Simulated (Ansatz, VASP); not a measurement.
# Se: VASP beside Ansatz

File INCAR:

```
ALGO     = Normal         # electronic algorithm
EDIFF    = 1E-7           # SCF threshold, eV
EDIFFG   = -0.04          # ionic threshold
ENCUT    = 600            # plane-wave cutoff, eV
GGA      = PE             # functional
IBRION   = 2              # ionic algorithm
ISIF     = 3              # what is computed and relaxed
ISMEAR   = 0              # smearing method
LASPH    = True           # aspherical terms in the spheres
LCHARG   = False          # write CHGCAR
LREAL    = False          # projectors in reciprocal space
LWAVE    = False          # write WAVECAR
NELM     = 100            # most SCF steps
NSW      = 90             # ionic steps
PREC     = Accurate       # precision mode
SIGMA    = 0.1            # smearing width, eV
```

File KPOINTS:

```
k-points
0
Gamma
  6 6 4
```

File POSCAR:

```
Se
1.0
    2.7091444500      0.0000000000      0.0000000000
    0.0000000000      2.7091444500      0.0000000000
    0.0000000000      0.0000000000      3.9654005800
Se
1
Direct
    0.0000000000      0.0000000000      0.5000000000
```

Input for Ansatz:

```yaml
crystal:
  lattice:
    - [2.70914445, 0.0, 0.0]
    - [0.0, 2.70914445, 0.0]
    - [0.0, 0.0, 3.96540058]
  atoms:
    - { symbol: Se, position: [0.0, 0.0, 0.5] }
basis:
  ecutwfc: 420
kpoints:
  mp_grid: { grid: [6, 6, 4] }
hamiltonian:
  xc: pbe
scf:
  occupations: { method: gaussian, width: 0.1 }
  lower_state_search: "off"
output:
  forces: true
  stress: true
  eigenvalues: true
relax:
  adjacent_minimum: "off"
  f_tol: 0.04
  max_steps: 70
  cell: { stress_tol: 0.4 }
```

Alike in both runs: task relaxation of cell and atoms; functional PBE; k mesh 6 × 6 × 4; occupations gaussian, width 0.1 eV; no spin polarisation.

|  | VASP | Ansatz |
| --- | --- | --- |
| version | VASP 6.6.1 | Ansatz 0.2.0 |
| potentials or method | VASP PAW PBE potentials, release 64 (Se), cutoff 600 eV | scalar-relativistic, plane waves, PAW |
| valence electrons in the cell | 6 | 16 |

|  | VASP | Ansatz | Ansatz less VASP |
| --- | --- | --- | --- |
| gap on the k mesh at the Fermi level, each at its own relaxed structure (eV) | none | none | - |
| relaxed volume (Å³/atom) | 27.67 | 27.85 | +0.186 |
| relaxed cell length with the largest relative difference (Å) | 3.967 | 3.983 | +0.0158 |

A gap of «none» marks a metal or a gap that the smearing closes. VASP's potentials hold 6 valence electrons a cell and Ansatz's 16, so a difference there can come from the potentials and not from the codes.

The k mesh is coarse, so the values compare programs but aren't converged.
